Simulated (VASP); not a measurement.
# AlN (nc) (F-43m) in VASP: notebook

The runs below take AlN (nc) through single point, with PBE.

All numbers are computed with VASP 6.6.1; they aren't measurements. Logs are shortened: lines on timing, memory, paths and dates and some standing lists are left out, and cuts for length are marked.

### Step 1. The cell of the first run

It takes space group F-43m (No. 216, cubic). Conventional cell: a = 4.402 Å, b = 4.402 Å, c = 4.402 Å, α = 90.00°, β = 90.00°, γ = 90.00°. Al (site symmetry -43m) has 4 N at 1.91 Å within 2.5 Å. N (site symmetry -43m) has 4 Al at 1.91 Å within 2.5 Å.

### Step 2. Single point, PBE

The input, INCAR:

```
  PREC = Accurate
  ENCUT = 600
  EDIFF = 1E-6
  ISMEAR = 0
  SIGMA = 0.02
  LREAL = False
  LASPH = True
  NELM = 120
  ALGO = Normal
  ISIF = 2
  LWAVE = False
  LCHARG = False
  GGA = PE
  NBANDS = 11
  GGA_COMPAT = False
```

The input, KPOINTS:

```
regular mesh
0
Gamma
  10 10 10
```

The input, POSCAR:

```
AlN
1.0
    0.0000000000      2.2011778557      2.2011778557
    2.2011778557      0.0000000000      2.2011778557
    2.2011778557      2.2011778557      0.0000000000
Al N
1 1
Direct
    0.0000000000      0.0000000000      0.0000000000
    0.7500000000      0.7500000000      0.7500000000
```

Potentials or basis: VASP PAW PBE potentials, release 64 (Al, N).

Launch:

```
$ cat potpaw_PBE.64/Al/POTCAR potpaw_PBE.64/N/POTCAR > POTCAR
$ mpirun -np 1 vasp_std > vasp.out
```

OUTCAR:

```text
PREC = Accurate
   ENCUT = 600
   EDIFF = 1E-6
   ISMEAR = 0
   LREAL = False
   LASPH = True
   NELM = 120
   ISIF = 2
   GGA = PE

 ion  position               nearest neighbor table
   1  0.000  0.000  0.000-   2 1.91   2 1.91   2 1.91   2 1.91
   2  0.750  0.750  0.750-   1 1.91   1 1.91   1 1.91   1 1.91

  LATTYP: Found a face centered cubic cell.
 ALAT       =     4.4023557114

  Lattice vectors:

 A1 = (   0.0000000000,   2.2011778557,   2.2011778557)
 A2 = (   2.2011778557,   0.0000000000,   2.2011778557)
 A3 = (   2.2011778557,   2.2011778557,   0.0000000000)

Analysis of symmetry for initial positions (statically):
=====================================================================
 Subroutine PRICEL returns:
 Original cell was already a primitive cell.

 Routine SETGRP: Setting up the symmetry group for a
 face centered cubic supercell.

 Subroutine GETGRP returns: Found 24 space group operations
 (whereof 24 operations were pure point group operations)
 out of a pool of 48 trial point group operations.

The static configuration has the point symmetry T_d .

Analysis of symmetry for dynamics (positions and initial velocities):
=====================================================================
 Subroutine PRICEL returns:
 Original cell was already a primitive cell.

 Routine SETGRP: Setting up the symmetry group for a
 face centered cubic supercell.

 Subroutine GETGRP returns: Found 24 space group operations
 (whereof 24 operations were pure point group operations)
 out of a pool of 48 trial point group operations.

The dynamic configuration has the point symmetry T_d .

 Subroutine INISYM returns: Found 24 space group operations
 (whereof 24 operations are pure point group operations),
 and found     1 'primitive' translations

----------------------------------------------------------------------------------------

                                     Primitive cell

  volume of cell :      21.3302

  direct lattice vectors                    reciprocal lattice vectors
     0.000000000  2.201177856  2.201177856    -0.227151113  0.227151113  0.227151113
     2.201177856  0.000000000  2.201177856     0.227151113 -0.227151113  0.227151113
     2.201177856  2.201177856  0.000000000     0.227151113  0.227151113 -0.227151113

  length of vectors
     3.112935577  3.112935577  3.112935577     0.393437269  0.393437269  0.393437269

  position of ions in fractional coordinates (direct lattice)
     0.000000000  0.000000000  0.000000000
     0.750000000  0.750000000  0.750000000

  ion indices of the primitive-cell ions
   primitive index   ion index
                 1           1
                 2           2

----------------------------------------------------------------------------------------

 KPOINTS: regular mesh

Automatic generation of k-mesh.
 Grid dimensions read from file:
 generate k-points for:   10   10   10

 Generating k-lattice:

  Cartesian coordinates                     Fractional coordinates (reciprocal lattice)
    -0.022715111  0.022715111  0.022715111     0.100000000  0.000000000  0.000000000
     0.022715111 -0.022715111  0.022715111     0.000000000  0.100000000  0.000000000
     0.022715111  0.022715111 -0.022715111     0.000000000  0.000000000  0.100000000

  Length of vectors
     0.039343727  0.039343727  0.039343727

  Shift w.r.t. Gamma in fractional coordinates (k-lattice)
     0.000000000  0.000000000  0.000000000

 Subroutine IBZKPT returns following result:
 ===========================================

 Found     47 irreducible k-points:

 Following reciprocal coordinates:
            Coordinates               Weight
  0.000000  0.000000  0.000000      1.000000
  0.100000  0.000000  0.000000      8.000000
  0.200000  0.000000  0.000000      8.000000
  0.300000  0.000000  0.000000      8.000000
  0.400000  0.000000  0.000000      8.000000
  0.500000  0.000000  0.000000      4.000000
[... 16 lines left out ...]
  0.300000  0.300000  0.000000      6.000000
  0.400000  0.300000  0.000000     24.000000
 [... further k-points ...]
   k-points           NKPTS =     47   k-points in BZ     NKDIM =     47   number of bands    NBANDS=     11
   number of dos      NEDOS =    301   number of ions     NIONS =      2
   total plane-waves  NPLWV =  21952
   dimension x,y,z NGX =    28 NGY =   28 NGZ =   28
   dimension x,y,z NGXF=    56 NGYF=   56 NGZF=   56
   ions per type =               1   1
   NGX,Y,Z   is equivalent  to a cutoff of  14.95, 14.95, 14.95 a.u.
   NGXF,Y,Z  is equivalent  to a cutoff of  29.91, 29.91, 29.91 a.u.
 SYSTEM =  unknown system
   PREC   = accura    normal or accurate (medium, high low for compatibility)
   ISTART =      0    job   : 0-new  1-cont  2-samecut
   ICHARG =      2    charge: 1-file 2-atom 10-const
   ISPIN  =      1    spin polarized calculation?
   LNONCOLLINEAR =      F non collinear calculations
   LSORBIT =      F    spin-orbit coupling
   LASPH  =      T    aspherical Exc in radial PAW
   ENCUT  =  600.0 eV  44.10 Ry    6.64 a.u.   6.22  6.22  6.22*2*pi/ulx,y,z
   NELM   =    120;   NELMIN=  2; NELMDL= -5     # of ELM steps
   EDIFF  = 0.1E-05   stopping-criterion for ELM
   LREAL  =      F    real-space projection
   EDIFFG = 0.1E-04   stopping-criterion for IOM
   NSW    =      0    number of steps for IOM
   IBRION =     -1    ionic relax: 0-MD 1-quasi-New 2-CG
   NFREE  =      0    steps in history (QN), initial steepest desc. (CG)
   ISIF   =      2    stress and relaxation
   ISYM   =      2    0-nonsym 1-usesym 2-fastsym
   POTIM  = 0.5000    time-step for ionic-motion
   TEBEG  =    0.0;   TEEND  =   0.0 temperature during run
   PSTRESS=    0.0 pullay stress
   NELECT =       8.0000    total number of electrons
   NUPDOWN=      -1.0000    fix difference up-down
   EMIN   =  10.00;   EMAX   =-10.00  energy-range for DOS
   EFERMI =   0.00;   METHOD = LEGACY
   ISMEAR =     0;   SIGMA  =   0.02  broadening in eV -4-tet -1-fermi 0-gaus
   EFERMI_NEDOS =   21; number of points for ismear=-14 and -15
   IALGO  =     38    algorithm
   IMIX   =      4    mixing-type and parameters
     AMIX     =   0.40;   BMIX     =  1.00
     AMIX_MAG =   1.60;   BMIX_MAG =  1.00
  volume/ion in A,a.u.               =      10.67        71.97
  Fermi-wavevector in a.u.,A,eV,Ry     =   1.180610  2.231029 18.964336  1.393839
  Thomas-Fermi vector in A             =   2.316899
   LORBIT       =      0    0 simple, 1 ext, 2 COOP (PROOUT), +10 PAW based schemes
   GGA     = PE    functional components
   LHFCALC =     F    Hartree Fock is set to
   AEXX    =    0.0000 exact exchange contribution
   IVDW    =     0    specifies the selected vdW correction
   LEPSILON=     F    determine dielectric tensor
   LRPA    =     F    only Hartree local field effects (RPA)
 non-spin polarized calculation
 Gauss-broadening in eV      SIGMA  =   0.02
  energy-cutoff  :      600.00
  volume of cell :       21.33
 maximum number of plane-waves:       728
 NGX is ok and might be reduce to    28
   NGX = 13   NGY = 13   NGZ = 13

 number of electron       8.0000000 magnetization

 Free energy of the ion-electron system (eV)
  ---------------------------------------------------
  ext. energy  EPLUGINS =         0.00000000
  ---------------------------------------------------
  free energy    TOTEN  =       -14.84890542 eV

  energy without entropy =      -14.84890542  energy(sigma->0) =      -14.84890542

 E-fermi :   5.9358     XC(G=0): -10.8317

 val. band max:        5.7500896685   @ k =   0.0000   0.0000   0.0000
 cond. band min:       9.0555038217   @ k =   0.5000   0.5000   0.0000
 fundamental gap:      3.3054141532
 Fermi energy:         5.9357977233

 k-point     1 :       0.0000    0.0000    0.0000
  band No.  band energies     occupation
      1      -9.0964      2.00000
      2       5.7501      2.00000
      3       5.7501      2.00000
      4       5.7501      2.00000
      5       9.7394      0.00000
      6      18.0792      0.00000
      7      18.0792      0.00000
      8      18.0792      0.00000
      9      23.2509      0.00000
     10      23.2509      0.00000
     11      24.6075      0.00000

 k-point     2 :       0.1000    0.0000    0.0000
  band No.  band energies     occupation
      1      -8.9540      2.00000
      2       4.9390      2.00000
      3       5.6987      2.00000
      4       5.6987      2.00000
      5      10.4066      0.00000
      6      17.6920      0.00000
      7      18.2103      0.00000
      8      18.2103      0.00000
      9      22.0127      0.00000
     10      22.0127      0.00000
     11      23.8298      0.00000

 k-point     3 :       0.2000    0.0000    0.0000
  band No.  band energies     occupation
      1      -8.5494      2.00000
      2       3.3541      2.00000
      3       5.5707      2.00000
      4       5.5707      2.00000
      5      11.5317      0.00000
      6      16.8995      0.00000
      7      18.1595      0.00000
      8      18.1595      0.00000
      9      21.4726      0.00000
     10      21.4726      0.00000
     11      22.9536      0.00000

 k-point     4 :       0.3000    0.0000    0.0000
  band No.  band energies     occupation
      1      -7.9634      2.00000
      2       1.7405      2.00000
      3       5.4240      2.00000
      4       5.4240      2.00000
      5      12.3726      0.00000
      6      16.1604      0.00000
      7      17.5385      0.00000
      8      17.5385      0.00000
      9      22.4839      0.00000
     10      22.4839      0.00000
     11      22.7358      0.00000

 k-point     5 :       0.4000    0.0000    0.0000
  band No.  band energies     occupation
      1      -7.3804      2.00000
      2       0.4881      2.00000
      3       5.3134      2.00000
      4       5.3134      2.00000
      5      12.7964      0.00000
      6      15.6460      0.00000
      7      16.9618      0.00000
      8      16.9618      0.00000
      9      23.1224      0.00000
     10      24.2668      0.00000
     11      24.2668      0.00000
[... 211 lines left out ...]
 k-point    21 :      -0.3000    0.2000    0.0000
  band No.  band energies     occupation
      1      -7.2305      2.00000
      2       1.2139      2.00000
      3       3.5878      2.00000
      4       5.2346      2.00000
      5      13.5319      0.00000
      6      14.6007      0.00000
      7      17.2932      0.00000
      8      17.8949      0.00000
      9      21.9193      0.00000
     10      24.1472      0.00000
     11      26.7463      0.00000

 k-point    22 :      -0.2000    0.2000    0.0000
  band No.  band energies     occupation
      1      -7.7710      2.00000
      2       2.0344      2.00000
      3       4.0853      2.00000
      4       5.4952      2.00000
      5      13.1330      0.00000
      6      15.5293      0.00000
      7      16.9330      0.00000
      8      18.0779      0.00000
      9      20.5291      0.00000
     10      23.8991      0.00000
     11      26.8322      0.00000

 k-point    23 :       0.3000    0.3000    0.0000
  band No.  band energies     occupation
      1      -7.5990      2.00000
      2       2.2657      2.00000
      3       4.5285      2.00000
      4       4.5285      2.00000
      5      11.0042      0.00000
      6      15.2858      0.00000
      7      17.3871      0.00000
      8      19.9851      0.00000
      9      19.9851      0.00000
     10      25.9030      0.00000
     11      29.1194      0.00000

 k-point    24 :       0.4000    0.3000    0.0000
  band No.  band energies     occupation
      1      -7.1528      2.00000
      2       1.6489      2.00000
      3       4.0737      2.00000
      4       4.3669      2.00000
      5      10.6133      0.00000
      6      15.1260      0.00000
      7      17.7267      0.00000
      8      20.0811      0.00000
      9      20.5730      0.00000
     10      26.7940      0.00000
     11      28.9084      0.00000

 [... further k-points ...]
[... 5 lines left out ...]
  --------------------------------------------------------------------------------------
  -------------------------------------------------------------------------------------
  Total       -0.0400538     -0.0400538     -0.0400538      0.0000000      0.0000000      0.0000000
  in kB       -3.0085639     -3.0085639     -3.0085639      0.0000000      0.0000000      0.0000000
  external PRESSURE =      -3.0085639 kB  Pullay stress =       0.0000000 kB

 VOLUME and BASIS-vectors are now :
 -----------------------------------------------------------------------------
  energy-cutoff  :      600.00
  volume of cell :       21.33
      direct lattice vectors                 reciprocal lattice vectors
     0.000000000  2.201177856  2.201177856    -0.227151113  0.227151113  0.227151113
     2.201177856  0.000000000  2.201177856     0.227151113 -0.227151113  0.227151113
     2.201177856  2.201177856  0.000000000     0.227151113  0.227151113 -0.227151113

 POSITION                                       TOTAL-FORCE (eV/Angst)
 -----------------------------------------------------------------------------------
      0.00000      0.00000      0.00000        -0.000000      0.000000      0.000000
      3.30177      3.30177      3.30177         0.000000     -0.000000     -0.000000
 -----------------------------------------------------------------------------------
    total drift:                               -0.000000     -0.000000     -0.000000

  FREE ENERGIE OF THE ION-ELECTRON SYSTEM (eV)
  ---------------------------------------------------
  free  energy   TOTEN  =       -14.8489054233 eV

  energy  without entropy=      -14.8489054233  energy(sigma->0) =      -14.84890542
```

It took 6.1 s on 1 thread of Intel Xeon 6975P-C (Granite Rapids), shared host; peak memory 0.15 GiB.

Results:

| Item | Value |
| --- | --- |
| Free energy | -14.8489 eV |
| Pressure | -0.3 GPa |
| Band gap on the k mesh | 3.31 eV, indirect (least direct gap 3.99 eV) |

A k mesh can miss the band edges.

### Step 3. Single point, PBE

The input, INCAR:

```
SYSTEM = AlN
PREC = Accurate
ENCUT = 600
EDIFF = 1E-6
ISMEAR = 0
SIGMA = 0.02
LREAL = .False.
LASPH = .True.
NELM = 120
ALGO = Normal
ISIF = 2
LWAVE = .False.
LCHARG = .False.
GGA = PE
NBANDS = 11
GGA_COMPAT = .False.
```

The input, KPOINTS:

```
Automatic mesh
0
Gamma
  10 10 10
  0 0 0
```

POSCAR is that of step 2.

Potentials or basis: VASP PAW PBE potentials, release 64 (Al, N).

Launch:

```
$ cat potpaw_PBE.64/Al/POTCAR potpaw_PBE.64/N/POTCAR > POTCAR
$ mpirun -np 1 vasp_std > vasp.out
```

Wall time 6.1 s (1 thread of Intel Xeon 6975P-C (Granite Rapids), shared host); peak memory 0.15 GiB.

Results (log left out):

```
Free energy            : -14.8489 eV
Pressure               : -0.3 GPa
Band gap on the k mesh : 3.31 eV, indirect (least direct gap 3.99 eV)
```

Levels at points of the mesh, in eV from the valence-band top:
| k point | band 1 | band 2 | band 3 | band 4 | band 5 | band 6 | band 7 | band 8 |
| --- | --- | --- | --- | --- | --- | --- | --- | --- |
| (0.00, 0.00, 0.00) | -14.85 | 0.00 | 0.00 | 0.00 | 3.99 | 12.33 | 12.33 | 12.33 |
| (0.50, 0.00, 0.00) | -12.87 | -5.76 | -0.48 | -0.48 | 7.17 | 9.70 | 11.00 | 11.00 |
| (0.50, 0.50, 0.00) | -12.25 | -4.83 | -1.75 | -1.75 | 3.31 | 8.47 | 13.64 | 15.44 |

A k mesh can miss the band edges. A hybrid or GW would open this gap; PBE tends to underestimate it.
